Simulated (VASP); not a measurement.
Write the native input for VASP 6.6.1 that does the following.

```yaml
Task: single point
Functional: r2SCAN
Potentials_or_basis: VASP PAW PBE potentials, release 64 (In_d, Se)
Cutoff: 520 eV
k_mesh: 3 × 3 × 4
Occupations: gaussian, width 0.1 eV
Spin: no spin polarisation
Dipole_correction: no
Further_INCAR_settings: ALGO = Normal; EDIFF = 1e-07; NBANDS = 38
```

InSe:

```
In Se
1.0
     6.65467    0.00000    0.00000
    -3.32734    5.76312    0.00000
     0.00000    0.00000    4.25172
In Se
3 3
Cartesian
  3.3273 0.0000 0.0000
  1.6637 2.8816 0.0000
  -1.6637 2.8816 0.0000
  0.0000 0.0000 0.0000
  0.0000 3.8421 2.1259
  3.3273 1.9210 2.1259
```

The input as run:

POSCAR

```
InSe
1.0
    6.6546728354      0.0000000000      0.0000000000
   -3.3273364177      5.7631157293      0.0000000000
    0.0000000000      0.0000000000      4.2517179243
In Se
3 3
Direct
    0.5000000000      0.0000000000      0.0000000000
    0.5000000000      0.5000000000      0.0000000000
    0.0000000000      0.5000000000      0.0000000000
    0.0000000000      0.0000000000      0.0000000000
    0.3333333333      0.6666666667      0.5000000000
    0.6666666667      0.3333333333      0.5000000000
```

INCAR.step1

```
SYSTEM = InSe
ALGO = Normal
EDIFF = 1E-4
ENCUT = 520
GGA = PE
ISMEAR = 0
LASPH = .True.
LCHARG = .False.
LREAL = .False.
LWAVE = .True.
NBANDS = 38
NELM = 100
PREC = Accurate
SIGMA = 0.1
```

INCAR.step2

```
SYSTEM = InSe
ALGO = Normal
EDIFF = 1E-7
ENCUT = 520
ISIF = 2
ISMEAR = 0
ISTART = 1
LASPH = .True.
LCHARG = .False.
LMIXTAU = .True.
LREAL = .False.
LWAVE = .False.
METAGGA = R2SCAN
NBANDS = 38
NELM = 100
PREC = Accurate
SIGMA = 0.1
```

KPOINTS

```
k-points
0
Gamma
  3 3 4
  0 0 0
```

Potentials or basis: VASP PAW PBE potentials, release 64 (In_d, Se).

Launch:

```sh
$ cat potpaw_PBE.64/In_d/POTCAR potpaw_PBE.64/Se/POTCAR > POTCAR
$ cp INCAR.step1 INCAR
$ mpirun -np 1 vasp_std > vasp.out
$ cp INCAR.step2 INCAR
$ mpirun -np 1 vasp_std > vasp.out
```

It gave:

The pressure is 0.2 GPa. The band gap on the k mesh is zero (an odd number of electrons rules out a gap without spin polarisation).

Caveat: the k points lie up to 0.37 Å⁻¹ apart, too coarse for converged energies and pressures of a metal; the PAW data sets were made with another functional, which shifts forces and pressure a little; spin-orbit coupling is left out, which moves the levels of the heavy elements.

It took 3.9 min on 1 thread of Intel(R) Xeon(R) Platinum 8488C (Sapphire Rapids), with other jobs on the host, peak memory 0.31 GiB.
